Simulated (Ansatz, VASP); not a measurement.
# SiC in VASP and in Ansatz

```xyz
4
Lattice="3.0479 0.0000 0.0000 -1.5239 2.6395 0.0000 0.0000 0.0000 5.0015" Properties=species:S:1:pos:R:3 pbc="T T T"
Si    0.0000    1.7597    0.0229
Si    1.5239    0.8798    2.5237
C     0.0000    1.7597    1.9026
C     1.5239    0.8798    4.4033
```

Alike in both runs: task single point; functional LDA; k mesh 8 × 8 × 4; no spin polarisation.

|  | VASP | Ansatz |
| --- | --- | --- |
| version | VASP 6.6.1 | Ansatz 0.2.0 |
| potentials or method | VASP PAW LDA potentials, release 64 (Si, C), cutoff 520 eV | all-electron LAPW, scalar-relativistic |
| occupations | gaussian, width 0.01 eV | fixed |

|  | VASP | Ansatz | Ansatz less VASP |
| --- | --- | --- | --- |
| gap on the k mesh at the Fermi level (eV) | 2.37 | 2.38 | +0.015 |
| pressure (GPa) | 2.4 | 2.0 | -0.43 |

LDA's correlation is that of Perdew and Zunger in VASP and of Perdew and Wang (1992) in Ansatz. Ansatz ran all-electron here, and VASP with PAW potentials.
